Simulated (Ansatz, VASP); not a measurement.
**Two plane-wave programs on YAu**

```
Y Au
1.0
     3.55900    0.00000    0.00000
     0.00000    3.55900    0.00000
     0.00000    0.00000    3.55900
Y Au
1 1
Direct
  0.50000 0.50000 0.50000
  0.00000 0.00000 0.00000
```

Alike in both runs: task single point; functional LDA; k mesh 9 × 9 × 9; occupations fermi-dirac, width 0.08 eV; no spin polarisation.

|  | VASP | Ansatz |
| --- | --- | --- |
| version | VASP 6.6.1 | Ansatz 0.2.0 |
| potentials or method | VASP PAW LDA potentials, release 64 (Y_sv, Au) | PAW with Ansatz's default frozen-core files, scalar-relativistic |
| plane-wave cutoff (eV) | 520 | 420 |
| valence electrons in the cell | 22 | 30 |

|  | VASP | Ansatz | Ansatz less VASP |
| --- | --- | --- | --- |
| pressure (GPa) | -3.5 | -3.6 | -0.08 |

LDA's correlation is that of Perdew and Zunger in VASP and of Perdew and Wang (1992) in Ansatz. VASP's potentials hold 22 valence electrons a cell and Ansatz's 30, so a difference there can come from the potentials and not from the codes.

Neither program's run includes spin-orbit coupling.
